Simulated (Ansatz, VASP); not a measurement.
# AlN in VASP and in Ansatz

File INCAR:

```
ALGO = Normal
EDIFF = 1E-6
ENCUT = 600
GGA_COMPAT = F
ISIF = 2
ISMEAR = 0
LASPH = T
LCHARG = F
LREAL = F
LWAVE = F
NBANDS = 11
NELM = 120
PREC = Accurate
SIGMA = 0.01
```

The input KPOINTS:

```
k-points
0
Gamma
  10 10 10
```

File POSCAR:

```
AlN
1.0
    0.0000000000      1.9882137154      1.9882137154
    1.9882137154      0.0000000000      1.9882137154
    1.9882137154      1.9882137154      0.0000000000
Al N
1 1
Direct
    0.0000000000      0.0000000000      0.0000000000
    0.5000000000      0.5000000000      0.5000000000
```

Input for Ansatz:

```yaml
crystal:
  lattice:
    - [0.0, 1.9882137154, 1.9882137154]
    - [1.9882137154, 0.0, 1.9882137154]
    - [1.9882137154, 1.9882137154, 0.0]
  atoms:
    - { symbol: Al, position: [0.0, 0.0, 0.0] }
    - { symbol: "N", position: [0.5, 0.5, 0.5] }
scf:
  occupations: { method: fixed }
output:
  forces: true
  stress: true
  eigenvalues: true
  write_density: true
  write_potential: true
  elf: true
  volumetric_format: npy
hamiltonian:
  xc: lda
basis:
  ecutwfc: 520
kpoints:
  mp_grid: { grid: [10, 10, 10] }
```

Alike in both runs: task single point; functional LDA; k mesh 10 × 10 × 10; no spin polarisation.

|  | VASP | Ansatz |
| --- | --- | --- |
| version | VASP 6.6.1 | Ansatz 0.2.0 |
| potentials or method | VASP PAW LDA potentials, release 64 (Al, N), cutoff 600 eV | scalar-relativistic, plane waves, PAW |
| occupations | gaussian, width 0.01 eV | fixed |
| valence electrons in the cell | 8 | 8 |

VASP gave:

| Property | Result |
| --- | --- |
| gap on the k mesh at the Fermi level (eV) | 4.95 |
| least direct gap on the mesh (eV) | 6.51 |
| pressure (GPa) | 8.2 |

**Question.** What did Ansatz give for the same quantities?

**Answer.** gap on the k mesh at the Fermi level (eV): 4.96; least direct gap on the mesh (eV): 6.49; pressure (GPa): 7.6.

LDA's correlation is that of Perdew and Zunger in VASP and of Perdew and Wang (1992) in Ansatz.
